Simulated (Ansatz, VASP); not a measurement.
One calculation of Ti, two programs

INCAR

```
PREC = Accurate ; ENCUT = 520
EDIFF = 1E-6 ; ISMEAR = 0
SIGMA = 0.15 ; LREAL = F
LASPH = T ; NELM = 60
ALGO = Fast ; ISIF = 2
LWAVE = F ; LCHARG = F
GGA = PS ; NBANDS = 12
```

KPOINTS

```
Automatic mesh
0
Gamma
  26 26 26
```

Contents of POSCAR:

```
Ti
1.0
    0.0000000000      2.0786191803      2.0279211515
    2.0786191803      0.0000000000      2.0279211515
    2.0786191803      2.0786191803      0.0000000000
Ti
1
Direct
    0.0000000000      0.0000000000      0.0000000000
```

Input for Ansatz:

```yaml
crystal:
  lattice:
    - [0.0, 2.0786191803, 2.0279211515]
    - [2.0786191803, 0.0, 2.0279211515]
    - [2.0786191803, 2.0786191803, 0.0]
  atoms:
    - { symbol: Ti, position: [0.0, 0.0, 0.0] }
basis:
  ecutwfc: 420
kpoints:
  mp_grid: { grid: [26, 26, 26] }
hamiltonian:
  xc: pbesol
scf:
  occupations: { method: gaussian, width: 0.15 }
output:
  forces: true
  stress: true
  eigenvalues: true
  write_density: true
  write_potential: true
  elf: true
  volumetric_format: npy
```

Change from the starting cell: strain +0.025 along x and y, +0.000 along z, atoms carried along.

Alike in both runs: task single point; functional PBEsol; k mesh 26 × 26 × 26; occupations gaussian, width 0.15 eV; no spin polarisation.

|  | VASP | Ansatz |
| --- | --- | --- |
| version | VASP 6.6.1 | Ansatz 0.2.0 |
| potentials or method | VASP PAW PBE potentials, release 64 (Ti_sv), cutoff 520 eV | scalar-relativistic, plane waves, PAW |
| valence electrons in the cell | 12 | 12 |

|  | VASP | Ansatz | Ansatz less VASP |
| --- | --- | --- | --- |
| gap on the k mesh at the Fermi level (eV) | none | none | - |
| pressure (GPa) | -5.4 | -5.1 | +0.23 |
| traceless stress, the component that is largest in VASP (GPa) | 0.57 | 0.56 | -0.004 |

VASP's potentials were made for PBE, not for PBEsol. A gap of «none» marks a metal or a gap that the smearing closes.
